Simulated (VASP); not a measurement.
Runs of VASP 6.6.1 on Hf3H8. The structure is that of space group Pm-3m (No. 221), or close to it. The cells are those of the table. 

| task | cell | k mesh | cutoff (eV) | gap on the mesh (eV) | pressure (GPa) | relaxed volume (Å³/atom) | largest force (eV/Å) |
| --- | --- | --- | --- | --- | --- | --- | --- |
| single point | a = 4.654 Å, 11 atoms | 8 × 8 × 8 | 520 | none | -0.7 | - | 0.01 |
| relaxation of cell and atoms | relaxed from a = 4.648 Å, 11 atoms | 8 × 8 × 8 | 600 | none | 0.0 | 9.11 | 0.01 |
| single point | a = 4.648 Å, 11 atoms | 4 × 4 × 4 | 520 | none | (a) | - | 0.01 |
| single point | a = 4.071 Å, 11 atoms | 4 × 4 × 4 | 520 | none | 122.2 | - | 23.83 |
| relaxation of cell and atoms | relaxed from a = 4.071 Å, 11 atoms | 4 × 4 × 4 | 600 | none | 0.3 | (b) | 0.01 |

Alike in all rows: level PBE; potentials or basis VASP PAW PBE potentials, release 64 (Hf_pv, H); no spin polarisation; smearing gaussian 0.1 eV.

Estimate the missing entries.

(a) -0.5; (b) 9.06.

Caveats: some runs use coarse meshes; spin-orbit coupling is left out, which moves the levels of the heavy elements; forces of over 1 eV/Å act on the atoms, so gaps and moduli don't describe the material at rest (some runs); the volume moved by over 15 % at a fixed basis, so the end points are rough (some runs).

A k mesh can miss the band edges, and the runs leave out spin-orbit coupling on Hf.

A gap of «none» marks levels without a gap at the run's occupations.
